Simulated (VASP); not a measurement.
## SiC (l.b): relaxation of cell and atoms with LDA

Crystal: SiC (l.b).

```
Si C
1.0
     0.00000    2.18000    2.18000
     2.18000    0.00000    2.18000
     2.18000    2.18000    0.00000
Si C
1 1
Direct
  0.00000 0.00000 0.00000
  0.25000 0.25000 0.25000
```

```json
{"Program": "VASP 6.6.1", "Task": "relaxation of cell and atoms", "Functional": "LDA", "Potentials or basis": "VASP PAW LDA potentials, release 64 (Si, C)", "Cutoff": "600 eV", "k mesh": "10 × 10 × 10", "Occupations": "gaussian, width 0.02 eV", "Spin": "no spin polarisation", "Dipole correction": "no", "Further INCAR settings": "ALGO = Normal; EDIFF = 1e-07; IBRION = 2; EDIFFG = -0.002; NSW = 100; ISIF = 3"}
```

```json
{
  "Relaxed volume": "10.15 Å³/atom",
  "Relaxed cell": "a = 3.062 Å, b = 3.062 Å, c = 3.062 Å, α = 60.00°, β = 60.00°, γ = 60.00°",
  "Space group after relaxing (to 0.05 Å)": "F-43m (No. 216)",
  "Energy gained by relaxing": "3.0 meV/atom",
  "Ionic steps": "3",
  "Pressure after relaxing": "0.0 GPa",
  "Band gap on the k mesh": "1.29 eV, indirect (least direct gap 4.52 eV)"
}
```

The path:
```csv
step,energy change (eV),largest force (eV/Å),pressure (GPa),volume (Å³)
1,0.0000,0.0000,-4.48,20.72
2,0.0010,0.0000,5.20,19.86
3,-0.0059,0.0000,-0.02,20.30
```

Final structure:
```yaml
crystal:
  lattice:
    - [0.00000, 2.16529, 2.16529]
    - [2.16529, 0.00000, 2.16529]
    - [2.16529, 2.16529, 0.00000]
  atoms:
    - { symbol: Si, position: [0.00000, 0.00000, 0.00000] }
    - { symbol: C, position: [0.25000, 0.25000, 0.25000] }
```

Levels at points of the mesh, in eV from the valence-band top:
```csv
k point,band 2,band 3,band 4,band 5,band 6,band 7
"(0.00, 0.00, 0.00)",0.00,0.00,0.00,6.52,7.32,7.32
"(0.50, 0.00, 0.00)",-8.66,-1.06,-1.06,5.56,7.21,7.21
"(0.50, 0.50, 0.00)",-7.87,-3.23,-3.23,1.29,4.26,14.05
```

Run time: 20 s on 1 thread of Intel(R) Xeon(R) Platinum 8259CL CPU @ 2.50GHz (Skylake/Cascade Lake), on a shared host, peak memory 0.14 GiB.

A k mesh can miss the band edges.
